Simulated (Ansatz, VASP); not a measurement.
## Al in VASP and in Ansatz

Contents of INCAR:

```
PREC     = Accurate       # precision mode
ENCUT    = 520            # plane-wave cutoff, eV
EDIFF    = 1E-6           # SCF threshold, eV
ISMEAR   = 0              # smearing method
SIGMA    = 0.15           # smearing width, eV
LREAL    = False          # projectors in reciprocal space
LASPH    = True           # aspherical terms in the spheres
NELM     = 100            # most SCF steps
ALGO     = Normal         # electronic algorithm
ISIF     = 2              # what is computed and relaxed
LWAVE    = False          # write WAVECAR
LCHARG   = True           # write CHGCAR
GGA      = PE             # functional
IVDW     = 12             # dispersion correction
LELF     = True           # ELF
LVHAR    = True         
NBANDS   = 8              # bands
```

KPOINTS

```
regular mesh
0
Gamma
  22 22 22
```

The input POSCAR:

```
Al
1.0
    0.0000000000      2.1366492832      1.8161518907
    2.1366492832      0.0000000000      1.8161518907
    2.1366492832      2.1366492832      0.0000000000
Al
1
Direct
    0.0000000000      0.0000000000      0.0000000000
```

Input for Ansatz:

```yaml
crystal:
  lattice:
    - [0.0, 2.1366492832, 1.8161518907]
    - [2.1366492832, 0.0, 1.8161518907]
    - [2.1366492832, 2.1366492832, 0.0]
  atoms:
    - { symbol: Al, position: [0.0, 0.0, 0.0] }
basis:
  ecutwfc: 420
kpoints:
  mp_grid: { grid: [22, 22, 22] }
hamiltonian:
  xc: pbe
  dispersion: d3bj
scf:
  occupations: { method: gaussian, width: 0.15 }
output:
  forces: true
  stress: true
  eigenvalues: true
```

Alike in both runs: task single point; functional PBE; dispersion D3(BJ); k mesh 22 × 22 × 22; occupations gaussian, width 0.15 eV; no spin polarisation.

```csv
,VASP,Ansatz
version,VASP 6.6.1,Ansatz 0.2.0
potentials or method,"VASP PAW PBE potentials, release 64 (Al), cutoff 520 eV","scalar-relativistic, plane waves, PAW"
valence electrons in the cell,3,3
```

|  | VASP | Ansatz | Ansatz less VASP |
| --- | --- | --- | --- |
| gap on the k mesh at the Fermi level (eV) | none | none | - |
| pressure (GPa) | -2.6 | -2.6 | +0.02 |
| traceless stress, the component that is largest in VASP (GPa) | 4.81 | 4.79 | -0.015 |

A gap of «none» marks a metal or a gap that the smearing closes.
